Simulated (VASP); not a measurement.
# NaCl (Fm-3m) in VASP: a series of runs, part 2 of 2

VASP 6.6.1. Earlier steps stand in the parts before.

## Step 4: Single point, PBEsol+D3(BJ)

This run uses another cell than the first one, of 20.91 Å³/atom.

INCAR reads:

```
SYSTEM = NaCl
  PREC = Accurate
  ENCUT = 520
  EDIFF = 1E-6
  ISMEAR = -1
  SIGMA = 0.05
  LREAL = .FALSE.
  LASPH = .TRUE.
  NELM = 60
  ALGO = Normal
  ISIF = 2
  LWAVE = .FALSE.
  LCHARG = .FALSE.
  GGA = PS
  IVDW = 12
  NBANDS = 14
```

KPOINTS reads:

```
regular mesh
0
G
  8 8 8
  0 0 0
```

POSCAR reads:

```
NaCl
1.0
    0.0000000000      2.7551396999      2.7551396999
    2.7551396999      0.0000000000      2.7551396999
    2.7551396999      2.7551396999      0.0000000000
Cl Na
1 1
Direct
    0.5000000000      0.5000000000      0.5000000000
    0.0000000000      0.0000000000      0.0000000000
```

Potentials or basis: VASP PAW PBE potentials, release 64 (Cl, Na_pv).

Launch:

```
cat potpaw_PBE.64/Cl/POTCAR potpaw_PBE.64/Na_pv/POTCAR > POTCAR
mpirun -np 1 vasp_std > vasp.out
```

OUTCAR:

```text
SYSTEM = NaCl
   PREC = Accurate
   ENCUT = 520
   EDIFF = 1E-6
   ISMEAR = -1
   LREAL = .FALSE.
   LASPH = .TRUE.
   NELM = 60
   ISIF = 2
   GGA = PS
   IVDW = 12
 IVDW          = 12

 ion  position               nearest neighbor table
   1  0.500  0.500  0.500-
   2  0.000  0.000  0.000-

  LATTYP: Found a face centered cubic cell.
 ALAT       =     5.5102793998

  Lattice vectors:

 A1 = (   0.0000000000,   2.7551396999,   2.7551396999)
 A2 = (   2.7551396999,   0.0000000000,   2.7551396999)
 A3 = (   2.7551396999,   2.7551396999,   0.0000000000)

Analysis of symmetry for initial positions (statically):
=====================================================================
 Subroutine PRICEL returns:
 Original cell was already a primitive cell.

 Routine SETGRP: Setting up the symmetry group for a
 face centered cubic supercell.

 Subroutine GETGRP returns: Found 48 space group operations
 (whereof 48 operations were pure point group operations)
 out of a pool of 48 trial point group operations.

The static configuration has the point symmetry O_h .

Analysis of symmetry for dynamics (positions and initial velocities):
=====================================================================
 Subroutine PRICEL returns:
 Original cell was already a primitive cell.

 Routine SETGRP: Setting up the symmetry group for a
 face centered cubic supercell.

 Subroutine GETGRP returns: Found 48 space group operations
 (whereof 48 operations were pure point group operations)
 out of a pool of 48 trial point group operations.

The dynamic configuration has the point symmetry O_h .

 Subroutine INISYM returns: Found 48 space group operations
 (whereof 48 operations are pure point group operations),
 and found     1 'primitive' translations

----------------------------------------------------------------------------------------

                                     Primitive cell

  volume of cell :      41.8274

[... 117 lines left out ...]
   LEPSILON=     F    determine dielectric tensor
   LRPA    =     F    only Hartree local field effects (RPA)
 non-spin polarized calculation
  energy-cutoff  :      520.00
  volume of cell :       41.83
 maximum number of plane-waves:      1158
 NGX is ok and might be reduce to    30
   NGX = 15   NGY = 15   NGZ = 15

 number of electron      14.0000008 magnetization

 Free energy of the ion-electron system (eV)
  ---------------------------------------------------
  ext. energy  EPLUGINS =         0.00000000
  ---------------------------------------------------
  free energy    TOTEN  =        -6.98819871 eV

  energy without entropy =       -6.98819871  energy(sigma->0) =       -6.98819871

 E-fermi :   0.7463     XC(G=0):  -8.6452

 val. band max:       -0.3627860819   @ k =   0.0000   0.0000   0.0000
 cond. band min:       4.8368500628   @ k =   0.0000   0.0000   0.0000
 fundamental gap:      5.1996361447
 Fermi energy:         0.7463296114

 k-point     1 :       0.0000    0.0000    0.0000
  band No.  band energies     occupation
      1     -20.8931      2.00000
      2     -20.8931      2.00000
      3     -20.8931      2.00000
      4     -13.1783      2.00000
      5      -0.3628      2.00000
      6      -0.3628      2.00000
      7      -0.3628      2.00000
      8       4.8369      0.00000
      9      10.6949      0.00000
     10      10.6949      0.00000
     11      10.6949      0.00000
     12      13.0106      0.00000
     13      13.0106      0.00000
     14      14.4947      0.00000
[... 377 lines left out ...]
      1     -20.9272      2.00000
      2     -20.9045      2.00000
      3     -20.8991      2.00000
      4     -12.7147      2.00000
      5      -2.2527      2.00000
      6      -1.2482      2.00000
      7      -0.8422      2.00000
      8       7.9541      0.00000
      9       9.3583      0.00000
     10      10.0393      0.00000
     11      11.5119      0.00000
     12      14.2188      0.00000
     13      15.6100      0.00000
     14      16.6532      0.00000

 [... further k-points ...]

------------------------ aborting loop because EDIFF is reached ----------------------------------------

 Edisp (eV)   -0.41164

 E8    (eV) :    -0.2645

  FORCE on cell =-STRESS in cart. coord.  units (eV):
  Direction    XX          YY          ZZ          XY          YZ          ZX
  --------------------------------------------------------------------------------------
  -------------------------------------------------------------------------------------
  Total      -0.03828    -0.03828    -0.03828    -0.00000     0.00000     0.00000
  in kB      -1.46647    -1.46647    -1.46647    -0.00000     0.00000     0.00000
  external pressure =       -1.47 kB  Pullay stress =        0.00 kB

 VOLUME and BASIS-vectors are now :
 -----------------------------------------------------------------------------
  energy-cutoff  :      520.00
  volume of cell :       41.83
      direct lattice vectors                 reciprocal lattice vectors
     0.000000000  2.755139700  2.755139700    -0.181479001  0.181479001  0.181479001
     2.755139700  0.000000000  2.755139700     0.181479001 -0.181479001  0.181479001
     2.755139700  2.755139700  0.000000000     0.181479001  0.181479001 -0.181479001

 POSITION                                       TOTAL-FORCE (eV/Angst)
 -----------------------------------------------------------------------------------
      2.75514      2.75514      2.75514         0.000000      0.000000      0.000000
      0.00000      0.00000      0.00000        -0.000000     -0.000000      0.000000
 -----------------------------------------------------------------------------------
    total drift:                               -0.000000      0.000000      0.000000

  FREE ENERGIE OF THE ION-ELECTRON SYSTEM (eV)
  ---------------------------------------------------
  free  energy   TOTEN  =        -7.3998390780 eV

  energy  without entropy=       -7.3998390780  energy(sigma->0) =       -7.39983908
```

stdout:

```text
POSCAR found type information on POSCAR ClNa
 POSCAR found :  2 types and       2 ions
 scaLAPACK will be used
 -----------------------------------------------------------------------------
|                                                                             |
|                                                                             |
|     You enforced a specific xc type in the INCAR file but a different       |
|     I HOPE YOU KNOW WHAT YOU ARE DOING!                                     |
|                                                                             |
 -----------------------------------------------------------------------------

 LDA part: xc-table for (Slater+PW92), standard interpolation
 POSCAR, INCAR and KPOINTS ok, starting setup
 FFT: planning ... GRIDC
 FFT: planning ... GRID_SOFT
 FFT: planning ... GRID
 WAVECAR not read
 entering main loop
```

Wall time 26 s (1 thread of Intel Xeon 8259CL, shared host); peak memory 0.17 GiB.

What came out:

* Free energy: -7.3998 eV
* Pressure: -0.1 GPa
* Band gap on the k mesh: 5.20 eV
* Dispersion energy per atom: -0.206 eV

Levels at points of the mesh, in eV from the valence-band top:
| k point | band 4 | band 5 | band 6 | band 7 | band 8 | band 9 | band 10 | band 11 |
| --- | --- | --- | --- | --- | --- | --- | --- | --- |
| (0.00, 0.00, 0.00) | -12.82 | 0.00 | 0.00 | 0.00 | 5.20 | 11.06 | 11.06 | 11.06 |
| (0.50, 0.00, 0.00) | -12.39 | -2.20 | -0.31 | -0.31 | 7.19 | 11.02 | 11.02 | 11.07 |
| (0.50, 0.50, 0.00) | -12.34 | -1.90 | -0.68 | -0.68 | 7.63 | 7.82 | 11.63 | 15.24 |

Caveat: three body term missing; the PAW data sets were made with another functional, which shifts forces and pressure a little.

## Step 5: Overview

```tsv
task	level	cell	cutoff (eV)	gap on the mesh (eV)	pressure (GPa)
relaxation of cell and atoms	RPBE	relaxed from a = 3.951 Å, angles 60.0°, 2 atoms	600	5.05	0.0
relaxation of cell and atoms	revPBE+D3(BJ)	relaxed from a = 3.951 Å, angles 60.0°, 2 atoms	600	5.49	0.0
single point	PBEsol+D3(BJ)	a = 3.896 Å, angles 60.0°, 2 atoms	520	5.20	-0.1
```

Alike in all rows: potentials or basis VASP PAW PBE potentials, release 64 (Cl, Na_pv); no spin polarisation; k mesh 8 × 8 × 8; smearing fermi-dirac 0.05 eV.

Caveats: the PAW data sets were made with another functional, which shifts forces and pressure a little; the relaxation stopped at its first step, so nothing moved (at least some runs); three body term missing (at least some runs).

Total energies depend on the potentials used, so only differences within one code and one set of settings carry meaning.
